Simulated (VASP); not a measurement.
# BP (F-43m) in VASP: notebook

The runs below take BP through single point, relaxation of cell and atoms, with PBEsol.

Everything below comes from runs of VASP 6.6.1. Logs are shortened: lines on timing, memory, paths and dates and some standing lists are left out, and cuts for length are marked.

### Step 1. The cell of the first run

The structure is cubic, space group F-43m (No. 216). The conventional cell has a = 4.520 Å, b = 4.520 Å, c = 4.520 Å, α = 90.00°, β = 90.00°, γ = 90.00°. B (site symmetry -43m) has 4 P at 1.96 Å within 2.6 Å. Within 2.6 Å of P (site symmetry -43m) lie 4 B at 1.96 Å.

### Step 2. Single point, PBEsol

Contents of INCAR:

```
SYSTEM = BP
PREC = Accurate ; ENCUT = 520
EDIFF = 1E-6 ; ISMEAR = 0
SIGMA = 0.02 ; LREAL = .FALSE.
LASPH = .TRUE. ; NELM = 60
ALGO = Normal ; ISIF = 2
LWAVE = .FALSE. ; LCHARG = .FALSE.
GGA = PS ; NBANDS = 11
```

Contents of KPOINTS:

```
regular mesh
0
G
  10 10 10
  0 0 0
```

Contents of POSCAR:

```
BP
1.0
    0.0000000000      2.2600223654      2.2600223654
    2.2600223654      0.0000000000      2.2600223654
    2.2600223654      2.2600223654      0.0000000000
B P
1 1
Direct
    0.0000000000      0.0000000000      0.0000000000
    0.2500000000      0.2500000000      0.2500000000
```

Potentials or basis: VASP PAW PBE potentials, release 64 (B, P).

Command:

```console
$ cat potpaw_PBE.64/B/POTCAR potpaw_PBE.64/P/POTCAR > POTCAR
$ mpirun -np 1 vasp_std > vasp.out
```

OUTCAR:

```text
SYSTEM = BP
   PREC = Accurate
   ENCUT = 520
   EDIFF = 1E-6
   ISMEAR = 0
   LREAL = .FALSE.
   LASPH = .TRUE.
   NELM = 60
   ISIF = 2
   GGA = PS

 ion  position               nearest neighbor table
   1  0.000  0.000  0.000-   2 1.96   2 1.96   2 1.96   2 1.96
   2  0.250  0.250  0.250-   1 1.96   1 1.96   1 1.96   1 1.96

  LATTYP: Found a face centered cubic cell.
 ALAT       =     4.5200447308

  Lattice vectors:

 A1 = (   0.0000000000,   2.2600223654,   2.2600223654)
 A2 = (   2.2600223654,   0.0000000000,   2.2600223654)
 A3 = (   2.2600223654,   2.2600223654,   0.0000000000)

Analysis of symmetry for initial positions (statically):
=====================================================================
 Subroutine PRICEL returns:
 Original cell was already a primitive cell.

 Routine SETGRP: Setting up the symmetry group for a
 face centered cubic supercell.

 Subroutine GETGRP returns: Found 24 space group operations
 (whereof 24 operations were pure point group operations)
 out of a pool of 48 trial point group operations.

The static configuration has the point symmetry T_d .

Analysis of symmetry for dynamics (positions and initial velocities):
=====================================================================
 Subroutine PRICEL returns:
 Original cell was already a primitive cell.

 Routine SETGRP: Setting up the symmetry group for a
 face centered cubic supercell.

 Subroutine GETGRP returns: Found 24 space group operations
 (whereof 24 operations were pure point group operations)
 out of a pool of 48 trial point group operations.

The dynamic configuration has the point symmetry T_d .

 Subroutine INISYM returns: Found 24 space group operations
 (whereof 24 operations are pure point group operations),
 and found     1 'primitive' translations

----------------------------------------------------------------------------------------

                                     Primitive cell

  volume of cell :      23.0870

  direct lattice vectors                    reciprocal lattice vectors
     0.000000000  2.260022365  2.260022365    -0.221236749  0.221236749  0.221236749
     2.260022365  0.000000000  2.260022365     0.221236749 -0.221236749  0.221236749
     2.260022365  2.260022365  0.000000000     0.221236749  0.221236749 -0.221236749

  length of vectors
     3.196154280  3.196154280  3.196154280     0.383193289  0.383193289  0.383193289

  position of ions in fractional coordinates (direct lattice)
     0.000000000  0.000000000  0.000000000
     0.250000000  0.250000000  0.250000000

  ion indices of the primitive-cell ions
[... 79 lines left out ...]
   IBRION =     -1    ionic relax: 0-MD 1-quasi-New 2-CG
   NFREE  =      0    steps in history (QN), initial steepest desc. (CG)
   ISIF   =      2    stress and relaxation
   ISYM   =      2    0-nonsym 1-usesym 2-fastsym
   POTIM  = 0.5000    time-step for ionic-motion
   TEBEG  =    0.0;   TEEND  =   0.0 temperature during run
   PSTRESS=    0.0 pullay stress
   NELECT =       8.0000    total number of electrons
   NUPDOWN=      -1.0000    fix difference up-down
   EMIN   =  10.00;   EMAX   =-10.00  energy-range for DOS
   EFERMI =   0.00;   METHOD = LEGACY
   ISMEAR =     0;   SIGMA  =   0.02  broadening in eV -4-tet -1-fermi 0-gaus
   EFERMI_NEDOS =   21; number of points for ismear=-14 and -15
   IALGO  =     38    algorithm
   IMIX   =      4    mixing-type and parameters
     AMIX     =   0.40;   BMIX     =  1.00
     AMIX_MAG =   1.60;   BMIX_MAG =  1.00
  volume/ion in A,a.u.               =      11.54        77.90
  Fermi-wavevector in a.u.,A,eV,Ry     =   1.149870  2.172939 17.989638  1.322201
  Thomas-Fermi vector in A             =   2.286537
   LORBIT       =      0    0 simple, 1 ext, 2 COOP (PROOUT), +10 PAW based schemes
   GGA     = PS    functional components
   LHFCALC =     F    Hartree Fock is set to
   AEXX    =    0.0000 exact exchange contribution
   IVDW    =     0    specifies the selected vdW correction
   LEPSILON=     F    determine dielectric tensor
   LRPA    =     F    only Hartree local field effects (RPA)
 non-spin polarized calculation
 Gauss-broadening in eV      SIGMA  =   0.02
  energy-cutoff  :      520.00
  volume of cell :       23.09
 maximum number of plane-waves:       636
   NGX = 11   NGY = 11   NGZ = 11

 number of electron       8.0000001 magnetization

 Free energy of the ion-electron system (eV)
  ---------------------------------------------------
  ext. energy  EPLUGINS =         0.00000000
  ---------------------------------------------------
  free energy    TOTEN  =       -13.67361800 eV

  energy without entropy =      -13.67361800  energy(sigma->0) =      -13.67361800

 E-fermi :   7.7394     XC(G=0): -11.0959

 val. band max:        7.5466746869   @ k =   0.0000   0.0000   0.0000
 cond. band min:       8.6621972650   @ k =   0.4000   0.4000   0.0000
 fundamental gap:      1.1155225782
 Fermi energy:         7.7393689185

 k-point     1 :       0.0000    0.0000    0.0000
  band No.  band energies     occupation
      1      -8.0580      2.00000
      2       7.5467      2.00000
      3       7.5467      2.00000
      4       7.5467      2.00000
      5      10.9213      0.00000
      6      10.9213      0.00000
      7      10.9213      0.00000
      8      15.0701      0.00000
      9      18.8711      0.00000
     10      19.7032      0.00000
     11      19.7032      0.00000
[... 309 lines left out ...]
 k-point    24 :       0.4000    0.3000    0.0000
  band No.  band energies     occupation
      1      -5.0758      2.00000
      2       1.3562      2.00000
      3       3.4128      2.00000
      4       3.9655      2.00000
      5       9.2495      0.00000
      6      11.0400      0.00000
      7      17.0784      0.00000
      8      17.0828      0.00000
      9      21.6182      0.00000
     10      22.8766      0.00000
     11      24.6359      0.00000

 [... further k-points ...]
[... 5 lines left out ...]
  --------------------------------------------------------------------------------------
  -------------------------------------------------------------------------------------
  Total        0.0163757      0.0163757      0.0163757      0.0000000      0.0000000      0.0000000
  in kB        1.1364279      1.1364279      1.1364279      0.0000000      0.0000000      0.0000000
  external PRESSURE =       1.1364279 kB  Pullay stress =       0.0000000 kB

 VOLUME and BASIS-vectors are now :
 -----------------------------------------------------------------------------
  energy-cutoff  :      520.00
  volume of cell :       23.09
      direct lattice vectors                 reciprocal lattice vectors
     0.000000000  2.260022365  2.260022365    -0.221236749  0.221236749  0.221236749
     2.260022365  0.000000000  2.260022365     0.221236749 -0.221236749  0.221236749
     2.260022365  2.260022365  0.000000000     0.221236749  0.221236749 -0.221236749

 POSITION                                       TOTAL-FORCE (eV/Angst)
 -----------------------------------------------------------------------------------
      0.00000      0.00000      0.00000         0.000000      0.000000      0.000000
      1.13001      1.13001      1.13001        -0.000000      0.000000     -0.000000
 -----------------------------------------------------------------------------------
    total drift:                                0.000000      0.000000      0.000000

  FREE ENERGIE OF THE ION-ELECTRON SYSTEM (eV)
  ---------------------------------------------------
  free  energy   TOTEN  =       -13.6736179970 eV

  energy  without entropy=      -13.6736179970  energy(sigma->0) =      -13.67361800
```

Wall time 5.1 s (1 thread of Intel Xeon 6975P-C, shared host); peak memory 0.14 GiB.

Results:

```
Free energy            : -13.6736 eV
Pressure               : 0.1 GPa
Band gap on the k mesh : 1.12 eV, indirect (least direct gap 3.37 eV)
```

Levels at points of the mesh, in eV from the valence-band top:
| k point | band 1 | band 2 | band 3 | band 4 | band 5 | band 6 | band 7 | band 8 | band 9 |
| --- | --- | --- | --- | --- | --- | --- | --- | --- | --- |
| (0.00, 0.00, 0.00) | -15.60 | 0.00 | 0.00 | 0.00 | 3.37 | 3.37 | 3.37 | 7.52 | 11.32 |
| (0.50, 0.00, 0.00) | -12.21 | -9.18 | -1.78 | -1.78 | 3.80 | 4.66 | 4.66 | 9.97 | 14.67 |
| (0.50, 0.50, 0.00) | -10.67 | -8.66 | -4.19 | -4.19 | 1.20 | 1.51 | 12.21 | 12.21 | 15.27 |

Caveat: the PAW data sets were made with another functional, which shifts forces and pressure a little. As with any semilocal functional, this PBEsol gap is likely too small.

### Step 3. Relaxation of cell and atoms, PBEsol

This run uses another cell than the first one, of 11.76 Å³/atom, 1.019 times its volume.

Contents of INCAR:

```
PREC     = Accurate       # precision mode
ENCUT    = 600            # plane-wave cutoff, eV
EDIFF    = 1E-6           # SCF threshold, eV
ISMEAR   = 0              # smearing method
SIGMA    = 0.02           # smearing width, eV
LREAL    = False          # projectors in reciprocal space
LASPH    = True           # aspherical terms in the spheres
NELM     = 100            # most SCF steps
ALGO     = Normal         # electronic algorithm
ISIF     = 3              # what is computed and relaxed
LWAVE    = False          # write WAVECAR
LCHARG   = False          # write CHGCAR
GGA      = PS             # functional
IBRION   = 2              # ionic algorithm
NSW      = 70             # ionic steps
EDIFFG   = -0.005         # ionic threshold
```

Contents of KPOINTS:

```
Automatic mesh
0
Gamma
  10 10 10
```

Contents of POSCAR:

```
BP
1.0
    0.0000000000      2.2741519229      2.2741519229
    2.2741519229      0.0000000000      2.2741519229
    2.2741519229      2.2741519229      0.0000000000
B P
1 1
Direct
    0.0000000000      0.0000000000      0.0000000000
    0.2500000000      0.2500000000      0.2500000000
```

Potentials or basis: VASP PAW PBE potentials, release 64 (B, P).

Command:

```console
$ cat potpaw_PBE.64/B/POTCAR potpaw_PBE.64/P/POTCAR > POTCAR
$ mpirun -np 1 vasp_std > vasp.out
```

OUTCAR:

```text
PREC = Accurate
   ENCUT = 600
   EDIFF = 1E-6
   ISMEAR = 0
   LREAL = False
   LASPH = True
   NELM = 100
   ISIF = 3
   GGA = PS
   IBRION = 2
   NSW = 70
   EDIFFG = -0.005

 ion  position               nearest neighbor table
   1  0.000  0.000  0.000-   2 1.97   2 1.97   2 1.97   2 1.97
   2  0.250  0.250  0.250-   1 1.97   1 1.97   1 1.97   1 1.97

  LATTYP: Found a face centered cubic cell.
 ALAT       =     4.5483038458

  Lattice vectors:

 A1 = (   0.0000000000,   2.2741519229,   2.2741519229)
 A2 = (   2.2741519229,   0.0000000000,   2.2741519229)
 A3 = (   2.2741519229,   2.2741519229,   0.0000000000)

Analysis of symmetry for initial positions (statically):
=====================================================================
 Subroutine PRICEL returns:
 Original cell was already a primitive cell.

 Routine SETGRP: Setting up the symmetry group for a
 face centered cubic supercell.

 Subroutine GETGRP returns: Found 24 space group operations
 (whereof 24 operations were pure point group operations)
 out of a pool of 48 trial point group operations.

[... 170 lines left out ...]
  --------------------------------------------------------------------------------------
  -------------------------------------------------------------------------------------
  Total       -0.4318477     -0.4318477     -0.4318477      0.0000000      0.0000000      0.0000000
  in kB      -29.4139121    -29.4139121    -29.4139121      0.0000000      0.0000000      0.0000000
  external PRESSURE =     -29.4139121 kB  Pullay stress =       0.0000000 kB
[... 59 lines left out ...]
--------------------------------------- Ionic step        3  -------------------------------------------

 number of electron       8.0000000 magnetization

 Free energy of the ion-electron system (eV)
  ---------------------------------------------------
  ext. energy  EPLUGINS =         0.00000000
  ---------------------------------------------------
  free energy    TOTEN  =       -13.67540789 eV

  energy without entropy =      -13.67540789  energy(sigma->0) =      -13.67540789

 E-fermi :   7.6768     XC(G=0): -11.0929

 val. band max:        7.5375795744   @ k =   0.0000   0.0000   0.0000
 cond. band min:       8.6540694339   @ k =   0.4000   0.4000   0.0000
 fundamental gap:      1.1164898595
 Fermi energy:         7.6767891429

 k-point     1 :       0.0000    0.0000    0.0000
  band No.  band energies     occupation
      1      -8.0602      2.00000
      2       7.5376      2.00000
      3       7.5376      2.00000
      4       7.5376      2.00000
      5      10.9111      0.00000
      6      10.9111      0.00000
      7      10.9111      0.00000
      8      15.0503      0.00000
[... 243 lines left out ...]
 k-point    24 :       0.4000    0.3000    0.0000
  band No.  band energies     occupation
      1      -5.0799      2.00000
      2       1.3489      2.00000
      3       3.4065      2.00000
      4       3.9587      2.00000
      5       9.2409      0.00000
      6      11.0311      0.00000
      7      17.0646      0.00000
      8      17.0683      0.00000

 [... further k-points ...]
[... 5 lines left out ...]
  --------------------------------------------------------------------------------------
  -------------------------------------------------------------------------------------
  Total        0.0002061      0.0002061      0.0002061      0.0000000      0.0000000     -0.0000000
  in kB        0.0142892      0.0142892      0.0142892      0.0000000      0.0000000     -0.0000000
  external PRESSURE =       0.0142892 kB  Pullay stress =       0.0000000 kB
[... 17 lines left out ...]
  FREE ENERGIE OF THE ION-ELECTRON SYSTEM (eV)
  ---------------------------------------------------
  free  energy   TOTEN  =       -13.6754078934 eV

  energy  without entropy=      -13.6754078934  energy(sigma->0) =      -13.67540789

 reached required accuracy - stopping structural energy minimisation
```

It took 16 s on 1 thread of Intel Xeon 6975P-C, shared host; peak memory 0.15 GiB.

Results:

| Property | Result |
| --- | --- |
| Free energy | -13.6754 eV |
| Relaxed volume | 11.55 Å³/atom |
| Relaxed cell | a = 3.197 Å, b = 3.197 Å, c = 3.197 Å, α = 60.00°, β = 60.00°, γ = 60.00° |
| Space group after relaxing (to 0.05 Å) | F-43m (No. 216) |
| Energy gained by relaxing | 2.0 meV/atom |
| Ionic steps | 3 |
| Pressure after relaxing | 0.0 GPa |
| Band gap on the k mesh | 1.12 eV, indirect (least direct gap 3.37 eV) |

Step by step:
| step | energy change (eV) | largest force (eV/Å) | pressure (GPa) | volume (Å³) |
| --- | --- | --- | --- | --- |
| 1 | 0.0000 | 0.0000 | -2.94 | 23.52 |
| 2 | -0.0017 | 0.0000 | 2.34 | 22.80 |
| 3 | -0.0039 | 0.0000 | 0.00 | 23.10 |

Final structure:
```xyz
2
Lattice="0.0000 2.2606 2.2606 2.2606 0.0000 2.2606 2.2606 2.2606 0.0000" Properties=species:S:1:pos:R:3 pbc="T T T"
B     0.0000    0.0000    0.0000
P     1.1303    1.1303    1.1303
```

Caveat: the PAW data sets were made with another functional, which shifts forces and pressure a little.
